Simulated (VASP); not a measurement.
Si: single point with HSE06

Crystal: Si.

```
CELL_PARAMETERS angstrom
0.00000 2.61323 2.61323
2.61323 0.00000 2.61323
2.61323 2.61323 0.00000
ATOMIC_POSITIONS crystal
Si 0.00000 0.00000 0.00000
Si 0.25000 0.25000 0.25000
```

This cell differs from its parent crystal: strain -4.0%.

```
Program                            : VASP 6.6.1
Task                               : single point
Functional                         : HSE06
Potentials or basis                : VASP PAW PBE potentials, release 64 (Si)
Cutoff                             : 520 eV
k mesh                             : 6 × 6 × 6
Occupations                        : gaussian, width 0.01 eV
Spin                               : no spin polarisation
Dipole correction                  : no
Grid for exact exchange (PRECFOCK) : Normal
Further INCAR settings             : ALGO = Normal; EDIFF = 1e-06; NBANDS = 11
Screening parameter                : 0.2079 1/Å
```

* Pressure: 14.7 GPa
* Band gap on the k mesh: 1.04 eV, indirect (least direct gap 3.38 eV)

Levels at points of the mesh, in eV from the valence-band top:
```tsv
k point	band 1	band 2	band 3	band 4	band 5	band 6	band 7	band 8	band 9
(0.00, 0.00, 0.00)	-14.19	0.00	0.00	0.00	3.38	3.38	3.38	5.80	8.87
(0.50, 0.00, 0.00)	-11.26	-8.35	-1.42	-1.42	2.70	4.07	4.07	8.77	12.15
(0.50, 0.50, 0.00)	-9.10	-9.10	-3.48	-3.48	1.04	1.04	12.56	12.56	12.66
```

Run time: 5.7 min on 1 thread of Intel(R) Xeon(R) Platinum 8488C (Sapphire Rapids) (shared host), peak memory 0.25 GiB.

Caveat: the cell differs from its parent crystal (strain -4.0%); the PAW data sets were made with another functional, which shifts forces and pressure a little. A k mesh can miss the band edges.
